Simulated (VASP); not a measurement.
AlN:

```
Al N
1.0
     0.00000    2.18488    2.18488
     2.18488    0.00000    2.18488
     2.18488    2.18488    0.00000
Al N
1 1
Direct
  0.00000 0.00000 0.00000
  0.25000 0.25000 0.25000
```

Base run:

```yaml
Program: VASP 6.6.1
Functional: r2SCAN
Potentials_or_basis: VASP PAW PBE potentials, release 64 (Al, N)
Cutoff: 660 eV
k_mesh: 8 × 8 × 8
Occupations: gaussian, width 0.01 eV
Spin: no spin polarisation
```

Its results: band gap on the k mesh 3.93 eV, indirect (least direct gap 4.88 eV); pressure -0.4 GPa.

Problem. The run is repeated on the same cell with these changes: functional from r2SCAN to PBEsol; cutoff from 660 eV to 600 eV; dispersion from none to D3(BJ). What comes out?

Solution. Band gap on the k mesh 3.19 eV, indirect (least direct gap 4.12 eV); pressure -2.6 GPa.

Several settings changed at once, so the effect can't be laid on one alone.

Caveats: the PAW data sets were made with another functional, which shifts forces and pressure a little.

A k mesh can miss the band edges.
